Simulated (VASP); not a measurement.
# CaMg (P4mm) in VASP: notebook, part 2 of 2

VASP 6.6.1. Earlier steps stand in the parts before.

## 3. Single point, LDA (atoms displaced along a vibrational mode)

Input file INCAR:

```
ALGO = Fast ; EDIFF = 1E-6
ENCUT = 520 ; GGA = CA
ISIF = 2 ; ISMEAR = 0
LASPH = True ; LCHARG = False
LREAL = False ; LWAVE = False
NBANDS = 13 ; NELM = 80
PREC = Accurate ; SIGMA = 0.15
```

Input file KPOINTS:

```
k-points
0
Gamma
  12 12 12
```

Input file POSCAR:

```
CaMg
1.0
    3.8582716525      0.0000000000      0.0000000000
    0.0000000000      3.8582716525      0.0000000000
    0.0000000000      0.0000000000      3.8582716525
Ca Mg
1 1
Direct
    0.0128258732      0.0000000000      0.0000000000
    0.4788506338      0.5000000000      0.5000000000
```

Potentials or basis: VASP PAW LDA potentials, release 64 (Ca_sv, Mg).

Run with:

```
cat potpaw_LDA.64/Ca_sv/POTCAR potpaw_LDA.64/Mg/POTCAR > POTCAR
mpirun -np 1 vasp_std > vasp.out
```

OUTCAR:

```text
EDIFF = 1E-6
   ENCUT = 520
   GGA = CA
   ISIF = 2
   ISMEAR = 0
   LASPH = True
   LREAL = False
   NELM = 80
   PREC = Accurate

 ion  position               nearest neighbor table
   1  0.013  0.000  0.000-   2 3.27   2 3.27   2 3.27   2 3.27
   2  0.479  0.500  0.500-   1 3.27   1 3.27   1 3.27   1 3.27

  LATTYP: Found a simple cubic cell.
 ALAT       =     3.8582716525

  Lattice vectors:

 A1 = (   3.8582716525,   0.0000000000,   0.0000000000)
 A2 = (   0.0000000000,   3.8582716525,   0.0000000000)
 A3 = (   0.0000000000,   0.0000000000,   3.8582716525)

Analysis of symmetry for initial positions (statically):
=====================================================================
 Subroutine PRICEL returns:
 Original cell was already a primitive cell.

 Routine SETGRP: Setting up the symmetry group for a
 simple cubic supercell.

 Subroutine GETGRP returns: Found  8 space group operations
 (whereof  8 operations were pure point group operations)
 out of a pool of 48 trial point group operations.

The static configuration has the point symmetry C_4v.

Analysis of symmetry for dynamics (positions and initial velocities):
=====================================================================
 Subroutine PRICEL returns:
 Original cell was already a primitive cell.

 Routine SETGRP: Setting up the symmetry group for a
 simple cubic supercell.

 Subroutine GETGRP returns: Found  8 space group operations
 (whereof  8 operations were pure point group operations)
 out of a pool of 48 trial point group operations.

The dynamic configuration has the point symmetry C_4v.

 Subroutine INISYM returns: Found  8 space group operations
 (whereof  8 operations are pure point group operations),
 and found     1 'primitive' translations

----------------------------------------------------------------------------------------

                                     Primitive cell

  volume of cell :      57.4352

  direct lattice vectors                    reciprocal lattice vectors
     3.858271653  0.000000000  0.000000000     0.259183409  0.000000000  0.000000000
     0.000000000  3.858271653  0.000000000     0.000000000  0.259183409  0.000000000
     0.000000000  0.000000000  3.858271653     0.000000000  0.000000000  0.259183409

  length of vectors
     3.858271653  3.858271653  3.858271653     0.259183409  0.259183409  0.259183409

  position of ions in fractional coordinates (direct lattice)
     0.012825873  0.000000000  0.000000000
     0.478850634  0.500000000  0.500000000

  ion indices of the primitive-cell ions
   primitive index   ion index
                 1           1
                 2           2

----------------------------------------------------------------------------------------

 KPOINTS: k-points

Automatic generation of k-mesh.
 Grid dimensions read from file:
 generate k-points for:   12   12   12

 Generating k-lattice:

  Cartesian coordinates                     Fractional coordinates (reciprocal lattice)
     0.021598617  0.000000000  0.000000000     0.083333333  0.000000000  0.000000000
[... 41 lines left out ...]
   k-points           NKPTS =    196   k-points in BZ     NKDIM =    196   number of bands    NBANDS=     13
   number of dos      NEDOS =    301   number of ions     NIONS =      2
   total plane-waves  NPLWV =  27000
   dimension x,y,z NGX =    30 NGY =   30 NGZ =   30
   dimension x,y,z NGXF=    60 NGYF=   60 NGZF=   60
   ions per type =               1   1
   NGX,Y,Z   is equivalent  to a cutoff of  12.93, 12.93, 12.93 a.u.
   NGXF,Y,Z  is equivalent  to a cutoff of  25.85, 25.85, 25.85 a.u.
 SYSTEM =  unknown system
   PREC   = accura    normal or accurate (medium, high low for compatibility)
   ISTART =      0    job   : 0-new  1-cont  2-samecut
   ICHARG =      2    charge: 1-file 2-atom 10-const
   ISPIN  =      1    spin polarized calculation?
   LNONCOLLINEAR =      F non collinear calculations
   LSORBIT =      F    spin-orbit coupling
   LASPH  =      T    aspherical Exc in radial PAW
   ENCUT  =  520.0 eV  38.22 Ry    6.18 a.u.   7.17  7.17  7.17*2*pi/ulx,y,z
   NELM   =     80;   NELMIN=  2; NELMDL= -5     # of ELM steps
   EDIFF  = 0.1E-05   stopping-criterion for ELM
   LREAL  =      F    real-space projection
   EDIFFG = 0.1E-04   stopping-criterion for IOM
   NSW    =      0    number of steps for IOM
   IBRION =     -1    ionic relax: 0-MD 1-quasi-New 2-CG
   NFREE  =      0    steps in history (QN), initial steepest desc. (CG)
   ISIF   =      2    stress and relaxation
   ISYM   =      2    0-nonsym 1-usesym 2-fastsym
   POTIM  = 0.5000    time-step for ionic-motion
   TEBEG  =    0.0;   TEEND  =   0.0 temperature during run
   PSTRESS=    0.0 pullay stress
   NELECT =      12.0000    total number of electrons
   NUPDOWN=      -1.0000    fix difference up-down
   EMIN   =  10.00;   EMAX   =-10.00  energy-range for DOS
   EFERMI =   0.00;   METHOD = LEGACY
   ISMEAR =     0;   SIGMA  =   0.15  broadening in eV -4-tet -1-fermi 0-gaus
   EFERMI_NEDOS =   21; number of points for ismear=-14 and -15
   IALGO  =     68    algorithm
   IMIX   =      4    mixing-type and parameters
     AMIX     =   0.40;   BMIX     =  1.00
     AMIX_MAG =   1.60;   BMIX_MAG =  1.00
  volume/ion in A,a.u.               =      28.72       193.80
  Fermi-wavevector in a.u.,A,eV,Ry     =   0.971425  1.835726 12.839353  0.943666
  Thomas-Fermi vector in A             =   2.101641
   LORBIT       =      0    0 simple, 1 ext, 2 COOP (PROOUT), +10 PAW based schemes
   GGA     = CA    functional components
   LHFCALC =     F    Hartree Fock is set to
   AEXX    =    0.0000 exact exchange contribution
   IVDW    =     0    specifies the selected vdW correction
   LEPSILON=     F    determine dielectric tensor
   LRPA    =     F    only Hartree local field effects (RPA)
 non-spin polarized calculation
 RMM-DIIS sequential band-by-band and
 Gauss-broadening in eV      SIGMA  =   0.15
  energy-cutoff  :      520.00
  volume of cell :       57.44
 maximum number of plane-waves:      1568
 NGX is ok and might be reduce to    30
   NGX = 15   NGY = 15   NGZ = 15

 number of electron      12.0000003 magnetization

 Free energy of the ion-electron system (eV)
  ---------------------------------------------------
  ext. energy  EPLUGINS =         0.00000000
  ---------------------------------------------------
  free energy    TOTEN  =        -4.26948796 eV

  energy without entropy =       -4.25027099  energy(sigma->0) =       -4.25987948

 E-fermi :   2.3542     XC(G=0):  -8.6603

 val. band max:        2.3512592138   @ k =   0.0833   0.3333   0.3333
 cond. band min:       2.3549913314   @ k =   0.3333   0.3333   0.0833
 fundamental gap:      0.0037321176
 Fermi energy:         2.3541922219

 k-point     1 :       0.0000    0.0000    0.0000
  band No.  band energies     occupation
      1     -38.4856      2.00000
      2     -19.7654      2.00000
      3     -19.7653      2.00000
      4     -19.7653      2.00000
      5      -2.9681      2.00000
      6       3.2796      0.00000
      7       3.2803      0.00000
      8       6.2624      0.00000
      9       6.2624      0.00000
     10       6.2805      0.00000
     11       6.7140      0.00000
     12       6.7183      0.00000
     13       6.7183      0.00000
[... 354 lines left out ...]
  band No.  band energies     occupation
      1     -38.4804      2.00000
      2     -19.8398      2.00000
      3     -19.7653      2.00000
      4     -19.7582      2.00000
      5      -1.7048      2.00000
      6       1.3886      2.00000
      7       3.7669      0.00000
      8       4.7531      0.00000
      9       4.9144      0.00000
     10       6.2933      0.00000
     11       6.6313      0.00000
     12       8.4524      0.00000
     13       9.0914      0.00000

 [... further k-points ...]

------------------------ aborting loop because EDIFF is reached ----------------------------------------

  FORCE on cell =-STRESS in cart. coord.  units (eV):
  Direction    XX          YY          ZZ          XY          YZ          ZX
  --------------------------------------------------------------------------------------
  -------------------------------------------------------------------------------------
  Total       -0.0408608      0.0289240      0.0289240     -0.0000000      0.0000000     -0.0000000
  in kB       -1.1398260      0.8068460      0.8068460     -0.0000000      0.0000000     -0.0000000
  external PRESSURE =       0.1579554 kB  Pullay stress =       0.0000000 kB

 VOLUME and BASIS-vectors are now :
 -----------------------------------------------------------------------------
  energy-cutoff  :      520.00
  volume of cell :       57.44
      direct lattice vectors                 reciprocal lattice vectors
     3.858271653  0.000000000  0.000000000     0.259183409  0.000000000  0.000000000
     0.000000000  3.858271653  0.000000000     0.000000000  0.259183409  0.000000000
     0.000000000  0.000000000  3.858271653     0.000000000  0.000000000  0.259183409

 POSITION                                       TOTAL-FORCE (eV/Angst)
 -----------------------------------------------------------------------------------
      0.04949      0.00000      0.00000        -0.331304     -0.000000      0.000000
      1.84754      1.92914      1.92914         0.331304      0.000000     -0.000000
 -----------------------------------------------------------------------------------
    total drift:                                0.000659      0.000000     -0.000000

  FREE ENERGIE OF THE ION-ELECTRON SYSTEM (eV)
  ---------------------------------------------------
  free  energy   TOTEN  =        -4.2694879634 eV

  energy  without entropy=       -4.2502709923  energy(sigma->0) =       -4.25987948
```

stdout:

```text
POSCAR found type information on POSCAR CaMg
 POSCAR found :  2 types and       2 ions
 scaLAPACK will be used
 LDA part: xc-table for (Slater(with rela. corr.)+CA(PZ))
 , standard interpolation
 POSCAR, INCAR and KPOINTS ok, starting setup
 FFT: planning ... GRIDC
 FFT: planning ... GRID_SOFT
 FFT: planning ... GRID
 WAVECAR not read
 entering main loop
WARNING in EDDRMM: call to ZHEGV failed, returncode =   6  3     12
WARNING in EDDRMM: call to ZHEGV failed, returncode =   8  4     11
```

Run time: 2.1 min. Hardware: 1 thread of Intel Xeon 6975P-C (Granite Rapids), shared host; peak memory 0.27 GiB.

Results:

```
Free energy            : -4.2695 eV
Pressure               : 0.0 GPa
Largest force          : 0.331 eV/Å
Band gap on the k mesh : zero (bands 6 and 7 overlap by 1.31 eV)
```

Forces in eV/Å, atoms in the order of the input:
```
Ca  -0.331  0.000  0.000
Mg   0.331  0.000  0.000
```

Stress tensor (GPa, compression positive):
```
-0.11  0.00  0.00
 0.00  0.08  0.00
 0.00  0.00  0.08
```

Caveat: the cell differs from its parent crystal (atoms displaced along a vibrational mode).

## 4. Single point, LDA (atoms displaced along a vibrational mode)

Input file INCAR:

```
PREC     = Accurate       # precision mode
ENCUT    = 520            # plane-wave cutoff, eV
EDIFF    = 1E-6           # SCF threshold, eV
ISMEAR   = 0              # smearing method
SIGMA    = 0.15           # smearing width, eV
LREAL    = F              # projectors in reciprocal space
LASPH    = T              # aspherical terms in the spheres
NELM     = 100            # most SCF steps
ALGO     = Fast           # electronic algorithm
ISIF     = 2              # what is computed and relaxed
LWAVE    = F              # write WAVECAR
LCHARG   = F              # write CHGCAR
NBANDS   = 13             # bands
```

Input file KPOINTS:

```
Automatic mesh
0
Gamma
  12 12 12
```

Input file POSCAR:

```
CaMg
1.0
    3.8582716525      0.0000000000      0.0000000000
    0.0000000000      3.8582716525      0.0000000000
    0.0000000000      0.0000000000      3.8582716525
Ca Mg
1 1
Direct
    0.0171011642      0.0000000000      0.0000000000
    0.4718008451      0.5000000000      0.5000000000
```

Run with:

```
cat potpaw_LDA.64/Ca_sv/POTCAR potpaw_LDA.64/Mg/POTCAR > POTCAR
mpirun -np 1 vasp_std > vasp.out
```

It took 2.6 min on 1 thread of Intel Xeon 6975P-C (Granite Rapids), shared host; peak memory 0.28 GiB.

It converged, with:

```
Free energy            : -4.2526 eV
Pressure               : 0.1 GPa
Largest force          : 0.440 eV/Å
Band gap on the k mesh : zero (bands 6 and 7 overlap by 1.30 eV)
```

Forces in eV/Å, atoms in the order of the input:
```
Ca  -0.440  0.000  0.000
Mg   0.440  0.000  0.000
```

Stress tensor (GPa, compression positive):
```
-0.12  0.00  0.00
 0.00  0.23  0.00
 0.00  0.00  0.23
```

Levels at points of the mesh, in eV from the Fermi level:
| k point | band 2 | band 3 | band 4 | band 5 | band 6 | band 7 | band 8 | band 9 | band 10 | band 11 |
| --- | --- | --- | --- | --- | --- | --- | --- | --- | --- | --- |
| (0.00, 0.00, 0.00) | -22.12 | -22.12 | -22.12 | -5.32 | 0.92 | 0.92 | 3.89 | 3.89 | 3.92 | 4.38 |
| (0.50, 0.00, 0.00) | -22.22 | -22.11 | -22.11 | -2.98 | -2.48 | 1.70 | 2.33 | 2.33 | 4.11 | 4.76 |
| (0.00, 0.50, 0.00) | -22.22 | -22.11 | -22.11 | -2.95 | -2.50 | 1.71 | 2.30 | 2.34 | 4.12 | 4.75 |
| (0.50, 0.50, 0.00) | -22.21 | -22.21 | -22.10 | -1.95 | -0.25 | -0.23 | 0.35 | 2.86 | 2.89 | 4.76 |
| (0.00, 0.50, 0.50) | -22.21 | -22.21 | -22.10 | -1.96 | -0.23 | -0.23 | 0.34 | 2.91 | 2.91 | 4.77 |
| (0.50, 0.50, 0.50) | -22.19 | -22.19 | -22.19 | -0.41 | -0.38 | -0.38 | 1.65 | 2.95 | 2.95 | 2.98 |

Caveat: the cell differs from its parent crystal (atoms displaced along a vibrational mode).

## 5. The runs side by side

| cell | gap on the mesh (eV) | pressure (GPa) | largest force (eV/Å) |
| --- | --- | --- | --- |
| as given, atomic positions A | none | 0.2 | 0.55 |
| as given, atomic positions B | none | 0.0 | 0.33 |
| as given, atomic positions C | none | 0.1 | 0.44 |

Alike in all rows: task single point; level LDA; potentials or basis VASP PAW LDA potentials, release 64 (Ca_sv, Mg); no spin polarisation; k mesh 12 × 12 × 12; cutoff (eV) 520; smearing gaussian 0.15 eV.

Absolute energies hang on the potentials; compare differences alone.
